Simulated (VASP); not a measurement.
Set up this calculation in VASP 6.6.1, as the native input.

| Item | Value |
| --- | --- |
| Task | relaxation of cell and atoms |
| Functional | PBE |
| Potentials or basis | VASP PAW PBE potentials, release 64 (Ga_d, Se, S) |
| Cutoff | 600 eV |
| k mesh | 6 × 6 × 6 |
| Occupations | gaussian, width 0.02 eV |
| Spin | no spin polarisation |
| Dipole correction | no |
| Further INCAR settings | ALGO = Normal; EDIFF = 1e-06; IBRION = 2; EDIFFG = -0.01; NSW = 100; ISIF = 3 |

The structure of Ga4SeS lies in POSCAR:

```
Ga4SeS
1.0
    0.0000000000      4.6268246704      4.6268246704
    4.6268246704      0.0000000000      4.6268246704
    4.6268246704      4.6268246704      0.0000000000
Ga Se S
4 1 1
Direct
    0.8985317054      0.3044048839      0.8985317054
    0.8985317054      0.8985317054      0.8985317054
    0.3044048839      0.8985317054      0.8985317054
    0.8985317054      0.8985317054      0.3044048839
    0.2500000000      0.2500000000      0.2500000000
    0.7500000000      0.7500000000      0.7500000000
```

The cell was generated, and may not be a known phase.

These files were run (other wordings do the same):

INCAR

```
PREC = Accurate ; ENCUT = 600
EDIFF = 1E-6 ; ISMEAR = 0
SIGMA = 0.02 ; LREAL = False
LASPH = True ; NELM = 80
ALGO = Normal ; ISIF = 3
LWAVE = False ; LCHARG = False
GGA = PE ; IBRION = 2
NSW = 100 ; EDIFFG = -0.01
```

KPOINTS

```
Automatic mesh
0
Gamma
  6 6 6
```

Potentials or basis: VASP PAW PBE potentials, release 64 (Ga_d, Se, S).

The run is started by

```sh
$ cat potpaw_PBE.64/Ga_d/POTCAR potpaw_PBE.64/Se/POTCAR potpaw_PBE.64/S/POTCAR > POTCAR
$ mpirun -np 1 vasp_std > vasp.out
```

It gave:

The relaxed volume is 33.59 Å³/atom. The relaxed cell is a = 6.581 Å, b = 6.581 Å, c = 6.581 Å, α = 60.00°, β = 60.00°, γ = 60.00°, the space group after relaxing (to 0.1 Å) is F-43m (No. 216) and the energy gained by relaxing is 0.8 meV/atom. The ionic steps are 8. The pressure after relaxing is 0.0 GPa. The largest force after relaxing is 0.008 eV/Å. The band gap on the k mesh is 0.75 eV (least direct gap 1.05 eV).

Caveat: semilocal functionals underestimate gaps, and a narrow one can read as zero.

Wall time 9.4 min on 1 thread of Intel(R) Xeon(R) 6975P-C (Granite Rapids), on a shared host, peak memory 0.51 GiB.
